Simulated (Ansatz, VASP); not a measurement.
Cd2HgSe3 in VASP and in Ansatz

```
Cd Hg Se
1.0
    -3.80657    2.14400    0.00000
    -3.80657   -6.43201    0.00000
    -1.00780    0.00000    9.99830
Cd Hg Se
4 2 6
Direct
  0.58950 0.99846 0.33588
  0.08950 0.49846 0.33588
  0.70756 0.70448 0.66412
  0.20756 0.20448 0.66412
  0.15680 0.84320 0.00000
  0.65680 0.34320 0.00000
  0.52991 0.98402 0.82134
  0.02991 0.48402 0.82134
  0.25721 0.74279 0.50000
  0.75721 0.24279 0.50000
  0.75902 0.72706 0.17866
  0.25902 0.22706 0.17866
```

Alike in both runs: task single point; functional PBE; k mesh 4 × 2 × 2; occupations gaussian, width 0.1 eV; no spin polarisation.

|  | VASP | Ansatz |
| --- | --- | --- |
| version | VASP 6.6.1 | Ansatz 0.2.0 |
| potentials or method | VASP PAW PBE potentials, release 64 (Cd, Hg, Se), cutoff 520 eV | scalar-relativistic, plane waves, PAW |
| valence electrons in the cell | 108 | 216 |

Ansatz gave:

| Item | Value |
| --- | --- |
| gap on the k mesh at the Fermi level (eV) | 0.66 |
| least direct gap on the mesh (eV) | 0.77 |
| pressure (GPa) | 0.1 |
| traceless stress, the component that is largest in VASP (GPa) | -0.04 |
| rms of the force components (eV/Å) | 0.005 |

Estimate VASP's values.

gap on the k mesh at the Fermi level (eV): 0.66; least direct gap on the mesh (eV): 0.76; pressure (GPa): 0.3; traceless stress, the component that is largest in VASP (GPa): 0.07; rms of the force components (eV/Å): 0.018.

Atom by atom the forces differ by 0.019 eV/Å (rms over components). VASP's potentials hold 108 valence electrons a cell and Ansatz's 216, so a difference there can come from the potentials and not from the codes.

The k mesh is coarse, so the values compare programs but aren't converged. Spin-orbit coupling is off throughout.
